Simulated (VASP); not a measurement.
Set up this calculation in VASP 6.6.1, as the native input.

- Task: single point
- Functional: LDA
- Potentials or basis: VASP PAW LDA potentials, release 64 (Mo_sv, S)
- Cutoff: 520 eV
- k mesh: 10 × 10 × 10
- Occupations: fermi-dirac, width 0.05 eV
- Spin: no spin polarisation
- Dipole correction: no
- Further INCAR settings: ALGO = Normal; EDIFF = 1e-06; NBANDS = 20

The structure of MoS2 lies in POSCAR:

```
MoS2
1.0
    1.5477460518      0.8935915996      6.0244545686
   -1.5477460518      0.8935915996      6.0244545686
    0.0000000000     -1.7871831992      6.0244545686
Mo S
1 2
Direct
    0.0000000000      0.0000000000      0.0000000000
    0.4170000000      0.4170000000      0.4170000000
    0.2500000000      0.2500000000      0.2500000000
```

One way to write it, as run:

INCAR

```
SYSTEM = MoS2
PREC     = Accurate       ! precision mode
ENCUT    = 520            ! plane-wave cutoff, eV
EDIFF    = 1E-6           ! SCF threshold, eV
ISMEAR   = -1             ! smearing method
SIGMA    = 0.05           ! smearing width, eV
LREAL    = .FALSE.        ! projectors in reciprocal space
LASPH    = .TRUE.         ! aspherical terms in the spheres
NELM     = 100            ! most SCF steps
ALGO     = Normal         ! electronic algorithm
ISIF     = 2              ! what is computed and relaxed
LWAVE    = .FALSE.        ! write WAVECAR
LCHARG   = .TRUE.         ! write CHGCAR
GGA      = CA             ! functional
LELF     = .TRUE.         ! ELF
LVHAR    = .TRUE.       
NBANDS   = 20             ! bands
```

KPOINTS

```
regular mesh
0
G
  10 10 10
  0 0 0
```

Potentials or basis: VASP PAW LDA potentials, release 64 (Mo_sv, S).

Command:

```console
$ cat potpaw_LDA.64/Mo_sv/POTCAR potpaw_LDA.64/S/POTCAR > POTCAR
$ mpirun -np 1 vasp_std > vasp.out
```

Results of the run:

```yaml
Pressure: 8.5 GPa
Largest_force: 1.233 eV/Å
Band_gap_on_the_k_mesh: 0.82 eV, indirect (least direct gap 2.13 eV)
```

Caveat: forces of over 1 eV/Å act on the atoms, so gaps and moduli don't describe the material at rest.

It took 17 min on 1 thread of AMD EPYC 7R13 Processor (Zen 3), on a shared host, peak memory 0.28 GiB.
